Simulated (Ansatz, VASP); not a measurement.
# One calculation of Ti, two programs

```xyz
1
Lattice="-1.6479 1.6479 1.6479 1.6479 -1.6479 1.6479 1.6479 1.6479 -1.6479" Properties=species:S:1:pos:R:3 pbc="T T T"
Ti    0.0000    0.0000    0.0000
```

Alike in both runs: task single point; functional r2SCAN; k mesh 22 × 22 × 22; occupations fermi-dirac, width 0.05 eV; collinear spin.

|  | VASP | Ansatz |
| --- | --- | --- |
| version | VASP 6.6.1 | Ansatz 0.2.0 |
| potentials or method | VASP PAW PBE potentials, release 64 (Ti_sv), cutoff 520 eV | plane waves (500 eV) with PAW, scalar-relativistic |
| valence electrons in the cell | 12 | 12 |

```tsv
	VASP	Ansatz	Ansatz less VASP
net moment per atom (μB)	0.00	1.44	+1.436
size of the moment on the site where the two differ most (μB)	0.00	1.06	+1.059
```

The net moments are unlike, so the other rows may belong to different states. VASP's potentials were made for PBE, not for r2SCAN. Site moments also hang on the region over which each program counts them. Ansatz's warnings: stability check not made.
